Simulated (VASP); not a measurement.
Set up this calculation in VASP 6.6.1, as the native input.

- Task: single point
- Functional: PBE
- Potentials or basis: VASP PAW PBE potentials, release 64 (Zr_sv, Pd, S)
- Cutoff: 520 eV
- k mesh: 6 × 6 × 12
- Occupations: gaussian, width 0.1 eV
- Spin: no spin polarisation
- Dipole correction: no
- Further INCAR settings: ALGO = Normal; EDIFF = 1e-07; NBANDS = 35

The structure of Zr2PdS3 lies in POSCAR:

```
Zr2PdS3
1.0
    6.4337871541      0.0000000000      0.0000000000
   -3.2168935770      5.5718231180      0.0000000000
    0.0000000000      0.0000000000      3.4992597859
Zr Pd S
2 1 3
Direct
    0.3333333333      0.6666666667      0.0000000000
    0.6666666667      0.3333333333      0.0000000000
    0.0000000000      0.0000000000      0.0000000000
    0.5000000000      0.0000000000      0.5000000000
    0.0000000000      0.5000000000      0.5000000000
    0.5000000000      0.5000000000      0.5000000000
```

The cell was built from a structure type or drawn by symmetry, and may not be a known phase.

The input as run:

INCAR

```
SYSTEM = Zr2PdS3
ALGO     = Normal         ! electronic algorithm
EDIFF    = 1E-7           ! SCF threshold, eV
ENCUT    = 520            ! plane-wave cutoff, eV
GGA      = PE             ! functional
ISIF     = 2              ! what is computed and relaxed
ISMEAR   = 0              ! smearing method
LASPH    = .TRUE.         ! aspherical terms in the spheres
LCHARG   = .FALSE.        ! write CHGCAR
LREAL    = .FALSE.        ! projectors in reciprocal space
LWAVE    = .FALSE.        ! write WAVECAR
NBANDS   = 35             ! bands
NELM     = 60             ! most SCF steps
PREC     = Accurate       ! precision mode
SIGMA    = 0.1            ! smearing width, eV
```

KPOINTS

```
k-points
0
G
  6 6 12
  0 0 0
```

Potentials or basis: VASP PAW PBE potentials, release 64 (Zr_sv, Pd, S).

The run is started by

```sh
$ cat potpaw_PBE.64/Zr_sv/POTCAR potpaw_PBE.64/Pd/POTCAR potpaw_PBE.64/S/POTCAR > POTCAR
$ mpirun -np 1 vasp_std > vasp.out
```

It gave:

* Pressure: -0.1 GPa
* Band gap on the k mesh: zero (bands 26 and 27 overlap by 1.05 eV)

Wall time 5.2 min on 1 thread of Intel Xeon 8259CL (shared host), peak memory 0.37 GiB.
